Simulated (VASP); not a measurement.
Set up this calculation in VASP 6.6.1, as the native input.

```
Task                   : single point
Functional             : r2SCAN
Potentials or basis    : VASP PAW PBE potentials, release 64 (Cd, Te)
Cutoff                 : 520 eV
k mesh                 : 8 × 8 × 8
Occupations            : gaussian, width 0.05 eV
Spin                   : no spin polarisation
Dipole correction      : no
Further INCAR settings : ALGO = Normal; EDIFF = 1e-07; NBANDS = 16
```

The system is CdTe.

```
Cd Te
1.0
     0.00000    3.28512    3.28512
     3.28512    0.00000    3.28512
     3.28512    3.28512    0.00000
Cd Te
1 1
Cartesian
  0.0000 0.0000 0.0000
  4.9277 4.9277 4.9277
```

This cell differs from its parent crystal: strain +0.025 along x and y, +0.025 along z.

The input as run:

POSCAR

```
CdTe
1.0
    0.0000000000      3.2851250000      3.2851250000
    3.2851250000      0.0000000000      3.2851250000
    3.2851250000      3.2851250000      0.0000000000
Cd Te
1 1
Direct
    0.0000000000      0.0000000000      0.0000000000
    0.7500000000      0.7500000000      0.7500000000
```

INCAR.step1

```
ALGO     = Normal         # electronic algorithm
EDIFF    = 1E-4           # SCF threshold, eV
ENCUT    = 520            # plane-wave cutoff, eV
GGA      = PE             # functional
ISMEAR   = 0              # smearing method
LASPH    = True           # aspherical terms in the spheres
LCHARG   = False          # write CHGCAR
LREAL    = False          # projectors in reciprocal space
LWAVE    = True           # write WAVECAR
NBANDS   = 16             # bands
NELM     = 80             # most SCF steps
PREC     = Accurate       # precision mode
SIGMA    = 0.05           # smearing width, eV
```

INCAR.step2

```
ALGO     = Normal         # electronic algorithm
EDIFF    = 1E-7           # SCF threshold, eV
ENCUT    = 520            # plane-wave cutoff, eV
ISIF     = 2              # what is computed and relaxed
ISMEAR   = 0              # smearing method
ISTART   = 1            
LASPH    = True           # aspherical terms in the spheres
LCHARG   = False          # write CHGCAR
LMIXTAU  = True         
LREAL    = False          # projectors in reciprocal space
LWAVE    = False          # write WAVECAR
METAGGA  = R2SCAN         # meta-GGA
NBANDS   = 16             # bands
NELM     = 80             # most SCF steps
PREC     = Accurate       # precision mode
SIGMA    = 0.05           # smearing width, eV
```

KPOINTS

```
k-points
0
Gamma
  8 8 8
```

Potentials or basis: VASP PAW PBE potentials, release 64 (Cd, Te).

Run with:

```bash
$ cat potpaw_PBE.64/Cd/POTCAR potpaw_PBE.64/Te/POTCAR > POTCAR
$ cp INCAR.step1 INCAR
$ mpirun -np 1 vasp_std > vasp.out
$ cp INCAR.step2 INCAR
$ mpirun -np 1 vasp_std > vasp.out
```

Results of the run:

```yaml
Pressure: -0.1 GPa
Band_gap_on_the_k_mesh: 1.14 eV, direct
```

Caveat: the cell differs from its parent crystal (strain +0.025 along x and y, +0.025 along z); the PAW data sets were made with another functional, which shifts forces and pressure a little; spin-orbit coupling is left out, which moves the levels of the heavy elements.

It took 58 s on 1 thread of Intel(R) Xeon(R) 6975P-C (Granite Rapids), with other jobs on the host, peak memory 0.22 GiB.
